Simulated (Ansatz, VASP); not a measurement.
Mg2O: VASP beside Ansatz

```
CELL_PARAMETERS angstrom
-2.18700 2.18700 4.38201
2.18700 -2.18700 4.38201
2.18700 2.18700 -4.38201
ATOMIC_POSITIONS crystal
Mg 0.24158 0.24158 0.00000
Mg 0.99158 0.49158 0.50000
Mg 0.50842 0.00842 0.50000
Mg 0.75842 0.75842 0.00000
O 0.00000 0.00000 0.00000
O 0.75000 0.25000 0.50000
```

Alike in both runs: functional PBE; k mesh 12 × 12 × 12; occupations gaussian, width 0.1 eV; no spin polarisation.

Ansatz relaxed the structure, and its values are those at the end. VASP's run is a single point on that final structure, the one shown.

```csv
,VASP,Ansatz
version,VASP 6.6.1,Ansatz 0.2.0
potentials or method,"VASP PAW PBE potentials, release 64 (Mg, O), cutoff 520 eV","scalar-relativistic, plane waves, PAW"
valence electrons in the cell,20,52
```

|  | VASP | Ansatz | Ansatz less VASP |
| --- | --- | --- | --- |
| gap on the k mesh at the Fermi level (eV) | none | none | - |
| pressure (GPa) | -0.4 | 0.0 | +0.42 |
| rms of the force components (eV/Å) | 0.004 | 0.000 | -0.0042 |

A gap of «none» marks a metal or a gap that the smearing closes. With one functional, cell and mesh, what is left measures potentials, basis and numerics. VASP's potentials hold 20 valence electrons a cell and Ansatz's 52, so a difference there can come from the potentials and not from the codes.
